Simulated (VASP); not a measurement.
Write the native input for VASP 6.6.1 that does the following.

| Property | Result |
| --- | --- |
| Task | single point |
| Functional | PBE |
| Potentials or basis | VASP PAW PBE potentials, release 64 (Ba_sv, Tl_d, N) |
| Cutoff | 600 eV |
| k mesh | 4 × 4 × 4 |
| Occupations | gaussian, width 0.15 eV |
| Spin | no spin polarisation |
| Dipole correction | no |
| Further INCAR settings | ALGO = Normal; EDIFF = 1e-06; NBANDS = 21 |

The structure of BaTlN lies in POSCAR:

```
BaTlN
1.0
   -2.5430943115      2.5430943115      4.0101012687
    2.5430943115     -2.5430943115      4.0101012687
    2.5430943115      2.5430943115     -4.0101012687
Ba Tl N
1 1 1
Direct
    0.2706623696      0.2706623696      0.0000000000
    0.7003999060      0.7003999060      0.0000000000
    0.9619654944      0.9619654944      0.0000000000
```

The cell was generated, and may not be a known phase.

These files were run (other wordings do the same):

INCAR

```
PREC     = Accurate       # precision mode
ENCUT    = 600            # plane-wave cutoff, eV
EDIFF    = 1E-6           # SCF threshold, eV
ISMEAR   = 0              # smearing method
SIGMA    = 0.15           # smearing width, eV
LREAL    = F              # projectors in reciprocal space
LASPH    = T              # aspherical terms in the spheres
NELM     = 120            # most SCF steps
ALGO     = Normal         # electronic algorithm
ISIF     = 2              # what is computed and relaxed
LWAVE    = F              # write WAVECAR
LCHARG   = F              # write CHGCAR
GGA      = PE             # functional
NBANDS   = 21             # bands
GGA_COMPAT= F
```

KPOINTS

```
regular mesh
0
Gamma
  4 4 4
```

Potentials or basis: VASP PAW PBE potentials, release 64 (Ba_sv, Tl_d, N).

Command:

```console
$ cat potpaw_PBE.64/Ba_sv/POTCAR potpaw_PBE.64/Tl_d/POTCAR potpaw_PBE.64/N/POTCAR > POTCAR
$ mpirun -np 1 vasp_std > vasp.out
```

It gave:

- Pressure: 0.6 GPa
- Largest force: 0.283 eV/Å
- Band gap on the k mesh: 0.49 eV (least direct gap 0.89 eV)

Caveat: spin-orbit coupling is left out, which moves the levels of the heavy elements.

Wall time 42 s on 1 thread of Intel(R) Xeon(R) Platinum 8375C CPU @ 2.90GHz (Ice Lake) (shared host), peak memory 0.34 GiB.
